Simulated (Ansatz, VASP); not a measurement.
One calculation of Te2Mo, two programs

Contents of INCAR:

```
  PREC = Accurate
  ENCUT = 520
  EDIFF = 1E-6
  ISMEAR = 0
  SIGMA = 0.05
  LREAL = False
  LASPH = True
  NELM = 60
  ALGO = Normal
  ISIF = 2
  LWAVE = False
  LCHARG = False
  LDIPOL = True
  IDIPOL = 3
  DIPOL = 0.5 0.5 0.410
  GGA = PE
  IVDW = 12
  NBANDS = 35
```

Contents of KPOINTS:

```
regular mesh
0
Gamma
  9 9 1
```

POSCAR

```
Te2Mo
1.0
    3.5038817216      0.0000000000      0.0000000000
   -1.7519408608      3.0344505828      0.0000000000
    0.0000000000      0.0000000000     24.7677194079
Te Mo
4 2
Direct
    0.3333333333      0.6666666667      0.1816881048
    0.3333333333      0.6666666667      0.3284056788
    0.3333333333      0.8333333333      0.4911174704
    0.3333333333      0.8333333333      0.6378350444
    0.6666666667      0.3333333333      0.2550468918
    0.0000000000      1.1666666667      0.5644762574
```

Input for Ansatz:

```yaml
crystal:
  lattice:
    - [3.5038817216, 0.0, 0.0]
    - [-1.7519408608, 3.0344505828, 0.0]
    - [0.0, 0.0, 24.7677194079]
  atoms:
    - { symbol: Te, position: [0.3333333333, 0.6666666667, 0.1816881048] }
    - { symbol: Mo, position: [0.6666666667, 0.3333333333, 0.2550468918] }
    - { symbol: Te, position: [0.3333333333, 0.6666666667, 0.3284056788] }
    - { symbol: Te, position: [0.3333333333, 0.8333333333, 0.4911174704] }
    - { symbol: Mo, position: [0.0, 1.1666666667, 0.5644762574] }
    - { symbol: Te, position: [0.3333333333, 0.8333333333, 0.6378350444] }
basis:
  ecutwfc: 420
kpoints:
  mp_grid: { grid: [9, 9, 1] }
hamiltonian:
  xc: pbe
  pseudopotentials: { kind: paw, azcp: { folder: soft_1 } }
  dispersion: d3bj
scf:
  occupations: { method: gaussian, width: 0.05 }
output:
  forces: true
  eigenvalues: true
efield:
  axis: 3
  dipole_correction: true
  ramp_width: 0.04
```

Alike in both runs: task single point; functional PBE; dispersion D3(BJ); k mesh 9 × 9 × 1; occupations gaussian, width 0.05 eV; no spin polarisation.

```csv
,VASP,Ansatz
version,VASP 6.6.1,Ansatz 0.2.0
potentials or method,"VASP PAW PBE potentials, release 64 (Te, Mo_sv), cutoff 520 eV","scalar-relativistic, plane waves, PAW"
valence electrons in the cell,52,92
```

|  | VASP | Ansatz | Ansatz less VASP |
| --- | --- | --- | --- |
| gap on the k mesh at the Fermi level (eV) | 1.17 | 1.16 | -0.004 |
| least direct gap on the mesh (eV) | 1.18 | 1.18 | +0.001 |
| rms of the force components (eV/Å) | 0.020 | 0.016 | -0.0037 |

VASP's potentials hold 52 valence electrons a cell and Ansatz's 92, so a difference there can come from the potentials and not from the codes.

Neither program's run includes spin-orbit coupling.
